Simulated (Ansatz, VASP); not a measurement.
## MgSiN in VASP and in Ansatz

```
CELL_PARAMETERS angstrom
3.06741 0.00000 0.00000
0.00000 3.06752 0.00000
0.00000 0.00000 3.82205
ATOMIC_POSITIONS crystal
Mg 0.00000 0.00000 0.00000
Si 0.50000 0.50000 0.50000
N 0.50000 0.50000 0.00000
```

Change from the starting cell: species swapped into the ErCoC type (Pmmm, No. 47).

Alike in both runs: functional PBE; k mesh 14 × 14 × 14; occupations gaussian, width 0.1 eV; no spin polarisation.

Ansatz relaxed the structure, and its values are those at the end. VASP's run is a single point on that final structure, the one shown.

```csv
,VASP,Ansatz
version,VASP 6.6.1,Ansatz 0.2.0
potentials or method,"VASP PAW PBE potentials, release 64 (Mg_sv, Si, N), cutoff 750 eV","scalar-relativistic, plane waves, PAW"
valence electrons in the cell,19,19
```

Ansatz gave:

- gap on the k mesh at the Fermi level (eV): none
- pressure (GPa): 0.0

Question: Which values does VASP return?

Answer: gap on the k mesh at the Fermi level (eV): none; pressure (GPa): -0.3.

A gap of «none» marks a metal or a gap that the smearing closes. The functional is the same, so the differences come from potentials, cutoffs and numerics.
